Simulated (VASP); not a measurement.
Nb:

```xyz
1
Lattice="-1.6640 1.6640 1.6640 1.6640 -1.6640 1.6640 1.6640 1.6640 -1.6640" Properties=species:S:1:pos:R:3 pbc="T T T"
Nb    0.0000    0.0000    0.0000
```

```yaml
Program: VASP 6.6.1
Task: relaxation of cell and atoms
Functional: PBEsol
Dispersion: D4
Potentials_or_basis: VASP PAW PBE potentials, release 64 (Nb_sv)
Cutoff: 500 eV
k_mesh: 11 × 11 × 11
Occupations: fermi-dirac, width 0.05 eV
Spin: no spin polarisation
```

At the start: pressure -9.7 GPa; volume 18.43 Å³/atom.

**Question.** Where does the relaxation end?

**Answer.** Over 4 steps the energy falls by 32.5 meV/atom and the volume is 17.40 Å³/atom (-5.6 %); space group Im-3m (No. 229, to 0.05 Å).

Step by step:
| step | energy change (eV) | largest force (eV/Å) | pressure (GPa) | volume (Å³) |
| --- | --- | --- | --- | --- |
| 1 | 0.0000 | 0.0000 | -9.70 | 18.43 |
| 2 | 0.0884 | 0.0000 | 23.25 | 15.61 |
| 3 | -0.0325 | 0.0000 | -0.38 | 17.43 |
| 4 | -0.0325 | 0.0000 | -0.02 | 17.40 |

Final structure:
```
Nb
1.0
    -1.63236    1.63236    1.63236
     1.63236   -1.63236    1.63236
     1.63236    1.63236   -1.63236
Nb
1
Direct
  0.00000 0.00000 0.00000
```

Caveat: the PAW data sets were made with another functional, which shifts forces and pressure a little; pairwise dispersion overbinds metals, which lowers pressure and volume.
